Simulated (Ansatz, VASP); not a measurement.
## CaS in VASP and in Ansatz

```xyz
2
Lattice="0.0000 2.8524 2.8524 2.8524 0.0000 2.8524 2.8524 2.8524 0.0000" Properties=species:S:1:pos:R:3 pbc="T T T"
Ca    0.0000    0.0000    0.0000
S     2.8524    2.8524    2.8524
```

Alike in both runs: task single point; functional PBE; k mesh 8 × 8 × 8; occupations gaussian, width 0.1 eV; no spin polarisation.

|  | VASP | Ansatz |
| --- | --- | --- |
| version | VASP 6.6.1 | Ansatz 0.2.0 |
| potentials or method | VASP PAW PBE potentials, release 64 (Ca_sv, S), cutoff 500 eV | scalar-relativistic, plane waves, PAW |
| valence electrons in the cell | 16 | 16 |

|  | VASP | Ansatz | Ansatz less VASP |
| --- | --- | --- | --- |
| gap on the k mesh at the Fermi level (eV) | 2.37 | 2.37 | +0.005 |
| least direct gap on the mesh (eV) | 3.17 | 3.18 | +0.005 |
| pressure (GPa) | 0.4 | 0.2 | -0.15 |
